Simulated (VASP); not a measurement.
## Ta2Si: single point with PBEsol

The system is Ta2Si.

```xyz
6
Lattice="-3.0878 3.0878 2.5236 3.0878 -3.0878 2.5236 3.0878 3.0878 -2.5236" Properties=species:S:1:pos:R:3 pbc="T T T"
Ta    2.0775    1.0103    2.5236
Ta   -1.0103    2.0775    2.5236
Ta    1.0103    2.0775    0.0000
Ta    4.0980    1.0103    0.0000
Si    0.0000    0.0000    1.2618
Si    0.0000    0.0000    3.7855
```

* Program: VASP 6.6.1
* Task: single point
* Functional: PBEsol
* Potentials or basis: VASP PAW PBE potentials, release 64 (Ta_pv, Si)
* Cutoff: 520 eV
* k mesh: 5 × 5 × 5
* Occupations: gaussian, width 0.05 eV
* Spin: no spin polarisation
* Dipole correction: no
* Further INCAR settings: ALGO = Normal; EDIFF = 1e-06; NBANDS = 35

```
Pressure               : -2.9 GPa
Largest force          : 0.049 eV/Å
Band gap on the k mesh : zero (bands 26 and 27 overlap by 0.47 eV)
```

Forces in eV/Å, atoms in the order of the input:
```
Ta   0.035 -0.035  0.000
Ta   0.035  0.035  0.000
Ta  -0.035  0.035  0.000
Ta  -0.035 -0.035  0.000
Si   0.000  0.000  0.000
Si   0.000  0.000  0.000
```

Stress tensor (GPa, compression positive):
```
-3.62  0.00  0.00
 0.00 -3.62  0.00
 0.00  0.00 -1.40
```

Levels at points of the mesh, in eV from the Fermi level:
```csv
k point,band 23,band 24,band 25,band 26,band 27,band 28,band 29,band 30
"(0.00, 0.00, 0.00)",-2.47,-2.02,0.16,0.23,0.93,1.29,1.29,1.54
```

It took 110 s on 1 thread of Intel Xeon 8259CL, on a shared host, peak memory 0.26 GiB.

Caveat: the PAW data sets were made with another functional, which shifts forces and pressure a little; spin-orbit coupling is left out, which moves the levels of the heavy elements.
